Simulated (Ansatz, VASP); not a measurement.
**Hf2TiB2: VASP beside Ansatz**

```
CELL_PARAMETERS angstrom
3.36799 0.00000 0.00000
-1.68400 2.91677 0.00000
0.00000 0.00000 7.77558
ATOMIC_POSITIONS crystal
Hf 0.33333 0.66667 0.67276
Hf 0.66667 0.33333 0.32724
Ti 0.00000 0.00000 0.00000
B 0.33333 0.66667 0.16357
B 0.66667 0.33333 0.83643
```

Change from the starting cell: species swapped into the YbMn2As2 type (P-3m1, No. 164).

Alike in both runs: task single point; functional PBE; k mesh 6 × 6 × 2; occupations gaussian, width 0.1 eV; collinear spin.

|  | VASP | Ansatz |
| --- | --- | --- |
| version | VASP 6.6.1 | Ansatz 0.2.0 |
| potentials or method | VASP PAW PBE potentials, release 64 (Hf_pv, Ti_sv, B), cutoff 520 eV | scalar-relativistic, plane waves, PAW |
| valence electrons in the cell | 38 | 70 |

Ansatz gave:

| Item | Value |
| --- | --- |
| gap on the k mesh at the Fermi level (eV) | none |
| pressure (GPa) | 0.1 |
| traceless stress, the component that is largest in VASP (GPa) | -1.58 |
| rms of the force components (eV/Å) | 0.032 |
| net moment per atom (μB) | 0.00 |

Q: Estimate VASP's values.

A: gap on the k mesh at the Fermi level (eV): none; pressure (GPa): 0.0; traceless stress, the component that is largest in VASP (GPa): -1.61; rms of the force components (eV/Å): 0.037; net moment per atom (μB): 0.00.

Atom by atom the forces differ by 0.005 eV/Å (rms over components). A gap of «none» marks a metal or a gap that the smearing closes. VASP's potentials hold 38 valence electrons a cell and Ansatz's 70, so a difference there can come from the potentials and not from the codes. Ansatz's warnings: seeded moment not kept.

The k mesh is coarse, so the values compare programs but aren't converged. Spin-orbit coupling is off throughout.
